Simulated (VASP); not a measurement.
# ZrC: single point with PBEsol

Crystal: ZrC.

```xyz
2
Lattice="0.0000 2.3580 2.3580 2.3580 0.0000 2.3580 2.3580 2.3580 0.0000" Properties=species:S:1:pos:R:3 pbc="T T T"
Zr    2.3580    2.3580    2.3580
C     0.0000    0.0000    0.0000
```

This cell differs from its parent crystal: volume scaled by 1.01.

```yaml
Program: VASP 6.6.1
Task: single point
Functional: PBEsol
Potentials_or_basis: VASP PAW PBE potentials, release 64 (Zr_sv, C)
Cutoff: 520 eV
k_mesh: 15 × 15 × 15
Occupations: fermi-dirac, width 0.05 eV
Spin: no spin polarisation
```

- Pressure: -6.4 GPa
- Band gap on the k mesh: zero (band 8 reaches 10.33 eV, above the bottom of band 9 at 9.01 eV)

Levels at points of the mesh, in eV from the Fermi level:
| k point | band 5 | band 6 | band 7 | band 8 | band 9 | band 10 | band 11 | band 12 |
| --- | --- | --- | --- | --- | --- | --- | --- | --- |
| (0.00, 0.00, 0.00) | -11.23 | 0.96 | 0.96 | 0.96 | 1.07 | 1.07 | 1.07 | 2.79 |

It took 48 s on 1 thread of Intel(R) Xeon(R) Platinum 8375C CPU @ 2.90GHz (Ice Lake), with other jobs on the host, peak memory 0.19 GiB.

Caveat: the PAW data sets were made with another functional, which shifts forces and pressure a little.
